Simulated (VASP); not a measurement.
A run of VASP 6.6.1 is set up as follows.

INCAR

```
  PREC = Accurate
  ENCUT = 520
  EDIFF = 1E-6
  ISMEAR = -1
  SIGMA = 0.03
  LREAL = False
  LASPH = True
  NELM = 100
  ALGO = Normal
  ISIF = 2
  LWAVE = False
  LCHARG = False
  GGA = PS
  NBANDS = 20
```

The input KPOINTS:

```
regular mesh
0
Gamma
  15 15 15
```

POSCAR

```
WS2
1.0
    1.5790003843      0.9116362969      6.2249633000
   -1.5790003843      0.9116362969      6.2249633000
    0.0000000000     -1.8232725938      6.2249633000
W S
1 2
Direct
    0.0000000000      0.0000000000      0.0000000000
    0.7503000000      0.7503000000      0.7503000000
    0.5810000000      0.5810000000      0.5810000000
```

Potentials or basis: VASP PAW PBE potentials, release 64 (W_sv, S).

Run with:

```console
$ cat potpaw_PBE.64/W_sv/POTCAR potpaw_PBE.64/S/POTCAR > POTCAR
$ mpirun -np 1 vasp_std > vasp.out
```

Task: Predict the pressure.

Result: -2.2 GPa.

Task: Estimate the band gap on the k mesh.

Result: 1.07 eV (least direct gap 1.93 eV).

Stress tensor (GPa, compression positive):
```
-1.95  0.00  0.00
 0.00 -1.95  0.00
 0.00  0.00 -2.82
```

Caveat: the cell differs from its parent crystal (zz strain of +1 %); the PAW data sets were made with another functional, which shifts forces and pressure a little; spin-orbit coupling is left out, which moves the levels of the heavy elements. A k mesh can miss the band edges.
